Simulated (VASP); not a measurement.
CuI: single point with PBE

The system is CuI.

```
Cu I
1.0
     0.00000    3.03150    3.03150
     3.03150    0.00000    3.03150
     3.03150    3.03150    0.00000
Cu I
1 1
Direct
  0.75000 0.75000 0.75000
  0.00000 0.00000 0.00000
```

```json
{
 "Program": "VASP 6.6.1",
 "Task": "single point",
 "Functional": "PBE",
 "Potentials or basis": "VASP PAW PBE potentials, release 64 (Cu, I)",
 "Cutoff": "520 eV",
 "k mesh": "9 × 9 × 9",
 "Occupations": "fermi-dirac, width 0.03 eV",
 "Spin": "no spin polarisation",
 "Dipole correction": "no",
 "Further INCAR settings": "ALGO = Normal; EDIFF = 1e-06; NBANDS = 16"
}
```

- Pressure: 0.3 GPa
- Band gap on the k mesh: 1.14 eV

Levels at points of the mesh, in eV from the valence-band top:
```csv
k point,band 7,band 8,band 9,band 10,band 11,band 12
"(0.00, 0.00, 0.00)",0.00,0.00,0.00,1.14,4.87,4.87
```

It took 20 s on 1 thread of Intel(R) Xeon(R) Platinum 8375C CPU @ 2.90GHz (Ice Lake), on a shared host, peak memory 0.19 GiB.

Caveat: spin-orbit coupling is left out, which moves the levels of the heavy elements. As with any semilocal functional, this PBE gap is likely too small.
